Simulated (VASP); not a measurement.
Here is a VASP 6.6.1 calculation.

File INCAR:

```
  PREC = Accurate
  ENCUT = 520
  EDIFF = 1E-6
  ISMEAR = 0
  SIGMA = 0.05
  LREAL = F
  LASPH = T
  NELM = 80
  ALGO = Normal
  ISIF = 2
  LWAVE = F
  LCHARG = T
  GGA = PS
  LELF = T
  LVHAR = T
  NBANDS = 30
```

KPOINTS

```
Automatic mesh
0
Gamma
  6 6 6
```

The input POSCAR:

```
CsPbCl3
1.0
    4.0031551156      2.3112226836      3.2955554574
   -4.0031551156      2.3112226836      3.2955554574
    0.0000000000     -4.6224453672      3.2955554574
Cs Pb Cl
1 1 3
Direct
    0.5000000000      0.5000000000      0.5000000000
    0.0000000000      0.0000000000      0.0000000000
    0.5000000000      0.0186003000      0.9813997000
    0.0186003000      0.9813997000      0.5000000000
    0.9813997000      0.5000000000      0.0186003000
```

Potentials or basis: VASP PAW PBE potentials, release 64 (Cs_sv, Pb_d, Cl).

Launch:

```bash
$ cat potpaw_PBE.64/Cs_sv/POTCAR potpaw_PBE.64/Pb_d/POTCAR potpaw_PBE.64/Cl/POTCAR > POTCAR
$ mpirun -np 1 vasp_std > vasp.out
```

Estimate the largest force.

0.015 eV/Å.

Estimate the pressure.

-0.8 GPa.

Forces in eV/Å, atoms in the order of the input:
```
Cs   0.000  0.000  0.000
Pb   0.000  0.000  0.000
Cl   0.008 -0.013  0.000
Cl  -0.015  0.000  0.000
Cl   0.008  0.013  0.000
```

Caveat: the PAW data sets were made with another functional, which shifts forces and pressure a little.
